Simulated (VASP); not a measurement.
# LaCuSN (P4/nmm) in VASP: single point with PBE

Aim: the single point of LaCuSN with PBE.

Program: VASP 6.6.1. These are calculated values, not measurements. Logs are shortened: lines on timing, memory, paths and dates and some standing lists are left out, and cuts for length are marked.

### Step 1. The cell of the first run

Symmetry: P4/nmm, No. 129, tetragonal system. The conventional cell has a = 3.970 Å, b = 3.970 Å, c = 8.537 Å, α = 90.00°, β = 90.00°, γ = 90.00°. Within 3.1 Å of La (site symmetry 4mm) lie 4 N at 2.34 Å. Cu (site symmetry -4m2) has 4 S at 2.44 Å and 4 Cu at 2.81 Å within 3.2 Å. N (site symmetry -4m2) has 4 La at 2.34 Å and 4 N at 2.81 Å within 3.1 Å. S (site symmetry 4mm) has 4 Cu at 2.44 Å and 4 La at 3.24 Å within 3.3 Å.

### Step 2. Single point, PBE

POSCAR

```
LaCuSN
1.0
    3.9704130000      0.0000000000      0.0000000000
    0.0000000000      3.9704130000      0.0000000000
    0.0000000000      0.0000000000      8.5374630000
La Cu N S
2 2 2 2
Direct
    0.2500000000      0.2500000000      0.1444000000
    0.7500000000      0.7500000000      0.8556000000
    0.2500000000      0.7500000000      0.5000000000
    0.7500000000      0.2500000000      0.5000000000
    0.2500000000      0.7500000000      0.0000000000
    0.7500000000      0.2500000000      0.0000000000
    0.2500000000      0.2500000000      0.6660000000
    0.7500000000      0.7500000000      0.3340000000
```

INCAR.step1

```
PREC = Accurate
ENCUT = 520
EDIFF = 1E-6
ISMEAR = -1
SIGMA = 0.1
LREAL = F
LASPH = T
NELM = 100
ALGO = Normal
ISIF = 2
LWAVE = F
LCHARG = T
LMAXMIX = 6
GGA = PE
NBANDS = 43
```

KPOINTS.step1

```
Automatic mesh
0
Gamma
  9 9 4
```

INCAR.step2

```
PREC = Accurate
ENCUT = 520
EDIFF = 1E-6
ISMEAR = -5
SIGMA = 0.1
LREAL = F
LASPH = T
NELM = 100
ALGO = Normal
ISIF = 2
LWAVE = F
LCHARG = F
LMAXMIX = 6
GGA = PE
LORBIT = 10
NEDOS = 2001
ICHARG = 11
```

KPOINTS.step2

```
Automatic mesh
0
Gamma
  14 14 6
```

Potentials or basis: VASP PAW PBE potentials, release 64 (La, Cu, N, S).

The run is started by

```bash
$ cat potpaw_PBE.64/La/POTCAR potpaw_PBE.64/Cu/POTCAR potpaw_PBE.64/N/POTCAR potpaw_PBE.64/S/POTCAR > POTCAR
$ cp INCAR.step1 INCAR
$ cp KPOINTS.step1 KPOINTS
$ mpirun -np 1 vasp_std > vasp.out
$ cp INCAR.step2 INCAR
$ cp KPOINTS.step2 KPOINTS
$ mpirun -np 1 vasp_std > vasp.out
```

OUTCAR:

```text
PREC = Accurate
   ENCUT = 520
   EDIFF = 1E-6
   ISMEAR = -5
   LREAL = F
   LASPH = T
   NELM = 100
   ISIF = 2
   GGA = PE
   LORBIT = 10
   ICHARG = 11

 ion  position               nearest neighbor table
   1  0.250  0.250  0.144-   5 2.34   6 2.34   5 2.34   6 2.34
   2  0.750  0.750  0.856-   5 2.34   6 2.34   6 2.34   5 2.34
   3  0.250  0.750  0.500-   7 2.44   8 2.44   7 2.44   8 2.44
   4  0.750  0.250  0.500-   7 2.44   8 2.44   8 2.44   7 2.44
   5  0.250  0.750  0.000-   1 2.34   2 2.34   1 2.34   2 2.34
   6  0.750  0.250  0.000-   1 2.34   2 2.34   2 2.34   1 2.34
   7  0.250  0.250  0.666-   3 2.44   4 2.44   3 2.44   4 2.44
   8  0.750  0.750  0.334-   3 2.44   4 2.44   4 2.44   3 2.44

  LATTYP: Found a simple tetragonal cell.
 ALAT       =     3.9704130000
 C/A-ratio  =     2.1502707653

  Lattice vectors:

 A1 = (   3.9704130000,   0.0000000000,   0.0000000000)
 A2 = (   0.0000000000,   3.9704130000,   0.0000000000)
 A3 = (   0.0000000000,   0.0000000000,   8.5374630000)

Analysis of symmetry for initial positions (statically):
=====================================================================
 Subroutine PRICEL returns:
 Original cell was already a primitive cell.

 Routine SETGRP: Setting up the symmetry group for a
 simple tetragonal supercell.

 Subroutine GETGRP returns: Found 16 space group operations
 (whereof  4 operations were pure point group operations)
 out of a pool of 16 trial point group operations.

The static configuration has the point symmetry C_2h.
 The point group associated with its full space group is D_4h.

Analysis of symmetry for dynamics (positions and initial velocities):
=====================================================================
 Subroutine PRICEL returns:
 Original cell was already a primitive cell.

 Routine SETGRP: Setting up the symmetry group for a
 simple tetragonal supercell.

 Subroutine GETGRP returns: Found 16 space group operations
 (whereof  4 operations were pure point group operations)
 out of a pool of 16 trial point group operations.

The dynamic configuration has the point symmetry C_2h.
 The point group associated with its full space group is D_4h.

 Subroutine INISYM returns: Found 16 space group operations
 (whereof  4 operations are pure point group operations),
 and found     1 'primitive' translations

----------------------------------------------------------------------------------------

                                     Primitive cell

  volume of cell :     134.5861

  direct lattice vectors                    reciprocal lattice vectors
     3.970413000  0.000000000  0.000000000     0.251862967  0.000000000  0.000000000
     0.000000000  3.970413000  0.000000000     0.000000000  0.251862967  0.000000000
     0.000000000  0.000000000  8.537463000     0.000000000  0.000000000  0.117130815

  length of vectors
     3.970413000  3.970413000  8.537463000     0.251862967  0.251862967  0.117130815

  position of ions in fractional coordinates (direct lattice)
     0.250000000  0.250000000  0.144400000
     0.750000000  0.750000000  0.855600000
     0.250000000  0.750000000  0.500000000
     0.750000000  0.250000000  0.500000000
     0.250000000  0.750000000  0.000000000
     0.750000000  0.250000000  0.000000000
     0.250000000  0.250000000  0.666000000
     0.750000000  0.750000000  0.334000000

  ion indices of the primitive-cell ions
   primitive index   ion index
                 1           1
                 2           2
                 3           3
                 4           4
                 5           5
                 6           6
                 7           7
                 8           8

----------------------------------------------------------------------------------------

 KPOINTS: Automatic mesh

Automatic generation of k-mesh.
 Grid dimensions read from file:
 generate k-points for:   14   14    6

 Generating k-lattice:

  Cartesian coordinates                     Fractional coordinates (reciprocal lattice)
     0.017990212  0.000000000  0.000000000     0.071428571  0.000000000  0.000000000
     0.000000000  0.017990212  0.000000000     0.000000000  0.071428571  0.000000000
     0.000000000  0.000000000  0.019521803     0.000000000  0.000000000  0.166666667

  Length of vectors
     0.017990212  0.017990212  0.019521803

  Shift w.r.t. Gamma in fractional coordinates (k-lattice)
     0.000000000  0.000000000  0.000000000

 TETIRR: Found   1764 inequivalent tetrahedra from     7056

 Subroutine IBZKPT returns following result:
 ===========================================

 Found    144 irreducible k-points:

 Following reciprocal coordinates:
            Coordinates               Weight
  0.000000  0.000000  0.000000      1.000000
  0.071429  0.000000  0.000000      4.000000
  0.142857  0.000000  0.000000      4.000000
  0.214286  0.000000  0.000000      4.000000
  0.285714  0.000000  0.000000      4.000000
  0.357143  0.000000  0.000000      4.000000
[... 16 lines left out ...]
  0.285714  0.214286  0.000000      8.000000
  0.357143  0.214286  0.000000      8.000000
 [... further k-points ...]
   k-points           NKPTS =    144   k-points in BZ     NKDIM =    144   number of bands    NBANDS=     39
   number of dos      NEDOS =   2001   number of ions     NIONS =      8
   total plane-waves  NPLWV =  57600
   dimension x,y,z NGX =    30 NGY =   30 NGZ =   64
   dimension x,y,z NGXF=    60 NGYF=   60 NGZF=  128
   ions per type =               2   2   2   2
   NGX,Y,Z   is equivalent  to a cutoff of  12.56, 12.56, 12.46 a.u.
   NGXF,Y,Z  is equivalent  to a cutoff of  25.12, 25.12, 24.92 a.u.
 SYSTEM =  unknown system
   PREC   = accura    normal or accurate (medium, high low for compatibility)
   ISTART =      0    job   : 0-new  1-cont  2-samecut
   ICHARG =     11    charge: 1-file 2-atom 10-const
   ISPIN  =      1    spin polarized calculation?
   LNONCOLLINEAR =      F non collinear calculations
   LSORBIT =      F    spin-orbit coupling
   LASPH  =      T    aspherical Exc in radial PAW
   ENCUT  =  520.0 eV  38.22 Ry    6.18 a.u.   7.38  7.38 15.87*2*pi/ulx,y,z
   NELM   =    100;   NELMIN=  2; NELMDL=  0     # of ELM steps
   EDIFF  = 0.1E-05   stopping-criterion for ELM
   LREAL  =      F    real-space projection
   EDIFFG = 0.1E-04   stopping-criterion for IOM
   NSW    =      0    number of steps for IOM
   IBRION =     -1    ionic relax: 0-MD 1-quasi-New 2-CG
   NFREE  =      0    steps in history (QN), initial steepest desc. (CG)
   ISIF   =      2    stress and relaxation
   ISYM   =      2    0-nonsym 1-usesym 2-fastsym
   POTIM  = 0.5000    time-step for ionic-motion
   TEBEG  =    0.0;   TEEND  =   0.0 temperature during run
   PSTRESS=    0.0 pullay stress
   NELECT =      66.0000    total number of electrons
   NUPDOWN=      -1.0000    fix difference up-down
   EMIN   =  10.00;   EMAX   =-10.00  energy-range for DOS
   EFERMI =   0.00;   METHOD = LEGACY
   ISMEAR =    -5;   SIGMA  =   0.10  broadening in eV -4-tet -1-fermi 0-gaus
   EFERMI_NEDOS =   21; number of points for ismear=-14 and -15
   IALGO  =     38    algorithm
   IMIX   =      4    mixing-type and parameters
     AMIX     =   0.40;   BMIX     =  1.00
     AMIX_MAG =   1.60;   BMIX_MAG =  1.00
  volume/ion in A,a.u.               =      16.82       113.53
  Fermi-wavevector in a.u.,A,eV,Ry     =   1.290990  2.439617 22.676206  1.666654
  Thomas-Fermi vector in A             =   2.422787
   LORBIT       =     10    0 simple, 1 ext, 2 COOP (PROOUT), +10 PAW based schemes
   GGA     = PE    functional components
   LHFCALC =     F    Hartree Fock is set to
   AEXX    =    0.0000 exact exchange contribution
   IVDW    =     0    specifies the selected vdW correction
   LEPSILON=     F    determine dielectric tensor
   LRPA    =     F    only Hartree local field effects (RPA)
 non-spin polarized calculation
 Fermi weights with tetrahedron method with Bloechl corrections
  energy-cutoff  :      520.00
  volume of cell :      134.59
 maximum number of plane-waves:      3680
 NGX is ok and might be reduce to    30

 number of electron      66.0000058 magnetization

 Free energy of the ion-electron system (eV)
  ---------------------------------------------------
  ext. energy  EPLUGINS =         0.00000000
  ---------------------------------------------------
  free energy    TOTEN  =       -48.35004159 eV

  energy without entropy =      -48.35004159  energy(sigma->0) =      -48.35004159

 E-fermi :   6.9524     XC(G=0): -10.8230

 val. band max:        6.9877230499   @ k =   0.1429   0.0000   0.0000
 cond. band min:       6.9404680363   @ k =   0.1429   0.0714   0.5000
 fundamental gap:     -0.0472550136
 Fermi energy:         6.9524301306

 k-point     1 :       0.0000    0.0000    0.0000
  band No.  band energies     occupation
      1     -23.4627      2.00000
      2     -23.2306      2.00000
      3      -9.1556      2.00000
      4      -7.4647      2.00000
      5      -7.4647      2.00000
      6      -7.2587      2.00000
[... 31 lines left out ...]
     38      10.4450      0.00000
     39      11.3560      0.00000
[... 964 lines left out ...]
     38      11.2568      0.00000
     39      11.3198      0.00000

 [... further k-points ...]

------------------------ aborting loop because EDIFF is reached ----------------------------------------

  FORCE on cell =-STRESS in cart. coord.  units (eV):
  Direction    XX          YY          ZZ          XY          YZ          ZX
  --------------------------------------------------------------------------------------
  -------------------------------------------------------------------------------------
  Total        7.4608594      7.4608594      8.3673161     -0.0000000     -0.0000000      0.0000000
  in kB       88.8176417     88.8176417     99.6085351     -0.0000000     -0.0000000      0.0000000
  external PRESSURE =      92.4146062 kB  Pullay stress =       0.0000000 kB

 VOLUME and BASIS-vectors are now :
 -----------------------------------------------------------------------------
  energy-cutoff  :      520.00
  volume of cell :      134.59
      direct lattice vectors                 reciprocal lattice vectors
     3.970413000  0.000000000  0.000000000     0.251862967  0.000000000  0.000000000
     0.000000000  3.970413000  0.000000000     0.000000000  0.251862967  0.000000000
     0.000000000  0.000000000  8.537463000     0.000000000  0.000000000  0.117130815

 POSITION                                       TOTAL-FORCE (eV/Angst)
 -----------------------------------------------------------------------------------
      0.99260      0.99260      1.23281        -0.000000      0.000000      1.156566
      2.97781      2.97781      7.30465        -0.000000      0.000000     -1.156566
      0.99260      2.97781      4.26873         0.000000     -0.000000      0.000000
      2.97781      0.99260      4.26873         0.000000      0.000000      0.000000
      0.99260      2.97781      0.00000        -0.000000      0.000000      0.000000
      2.97781      0.99260      0.00000        -0.000000      0.000000      0.000000
      0.99260      0.99260      5.68595        -0.000000      0.000000     -0.821259
      2.97781      2.97781      2.85151         0.000000      0.000000      0.821259
 -----------------------------------------------------------------------------------
    total drift:                                0.000000     -0.000000      0.000000

  FREE ENERGIE OF THE ION-ELECTRON SYSTEM (eV)
  ---------------------------------------------------
  free  energy   TOTEN  =       -48.3500415900 eV

  energy  without entropy=      -48.3500415900  energy(sigma->0) =      -48.35004159

 total charge

# of ion       s       p       d       f       tot
--------------------------------------------------
    1        2.033   5.640   0.867   0.272   8.812
    2        2.033   5.640   0.867   0.272   8.812
    3        0.338   0.321   9.261   0.000   9.920
    4        0.338   0.321   9.261   0.000   9.920
    5        1.303   2.331   0.000   0.000   3.634
    6        1.303   2.331   0.000   0.000   3.634
    7        1.328   2.355   0.000   0.000   3.684
    8        1.328   2.355   0.000   0.000   3.684
--------------------------------------------------
tot         10.004  21.295  20.255   0.545  52.098
```

It took 33 min on 1 thread of Oxide Virtual Turin-like, shared host; peak memory 0.77 GiB.

What came out:

```
Valence electrons inside the program's atomic spheres : La 8.81; Cu 9.92; N 3.63; S 3.68
```

Caveat: spin-orbit coupling is left out, which moves the levels of the heavy elements; tetrahedron occupations give inexact forces and stress in metals.
